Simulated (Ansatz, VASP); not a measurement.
**AlN: VASP beside Ansatz**

```
Al N
1.0
     3.31212    0.00000    0.00000
    -1.65606    2.86838    0.00000
     0.00000    0.00000    4.18756
Al N
2 2
Direct
  0.33333 0.66667 0.75000
  0.66667 0.33333 0.25000
  0.33333 0.66667 0.25000
  0.66667 0.33333 0.75000
```

Alike in both runs: task single point; functional PBE; k mesh 12 × 12 × 8; occupations gaussian, width 0.05 eV; no spin polarisation.

|  | VASP | Ansatz |
| --- | --- | --- |
| version | VASP 6.6.1 | Ansatz 0.2.0 |
| potentials or method | VASP PAW PBE potentials, release 64 (Al, N), cutoff 520 eV | scalar-relativistic, plane waves, PAW |
| valence electrons in the cell | 16 | 16 |

```csv
,VASP,Ansatz,Ansatz less VASP
gap on the k mesh at the Fermi level (eV),3.27,3.26,-0.009
pressure (GPa),0.0,0.3,+0.26
"traceless stress, the component that is largest in VASP (GPa)",0.01,-0.12,-0.131
```

With one functional, cell and mesh, what is left measures potentials, basis and numerics.
